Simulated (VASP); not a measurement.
Si: single point with LDA

Si:

```
Si
1.0
    -1.60251    1.60251    1.34013
     1.60251   -1.60251    1.34013
     1.60251    1.60251   -1.34013
Si
1
Direct
  0.00000 0.00000 0.00000
```

This cell differs from its parent crystal: strain -0.015 along x and y, +0.015 along z.

| Item | Value |
| --- | --- |
| Program | VASP 6.6.1 |
| Task | single point |
| Functional | LDA |
| Potentials or basis | VASP PAW LDA potentials, release 64 (Si) |
| Cutoff | 520 eV |
| k mesh | 22 × 22 × 22 |
| Occupations | gaussian, width 0.15 eV |
| Spin | no spin polarisation |

| Item | Value |
| --- | --- |
| Pressure | 1.3 GPa |
| Band gap on the k mesh | zero (band 2 reaches 20.94 eV, above the bottom of band 3 at 6.76 eV) |

Stress tensor (GPa, compression positive):
```
 2.25  0.00  0.00
 0.00  2.25  0.00
 0.00  0.00 -0.54
```

Levels at points of the mesh, in eV from the Fermi level:
```csv
k point,band 1,band 2,band 3,band 4,band 5
"(0.00, 0.00, 0.00)",-14.83,10.02,10.56,10.56,13.51
"(0.50, 0.00, 0.00)",-6.57,-6.28,4.90,6.48,6.85
"(0.50, 0.50, 0.00)",-8.37,-7.40,8.48,10.86,11.42
"(0.50, 0.50, 0.50)",-2.18,-2.18,-0.99,1.29,3.41
```

It took 26 s on 1 thread of Intel(R) Xeon(R) Platinum 8559C (Emerald Rapids) (shared host), peak memory 0.17 GiB.

Caveat: the cell differs from its parent crystal (strain -0.015 along x and y, +0.015 along z).
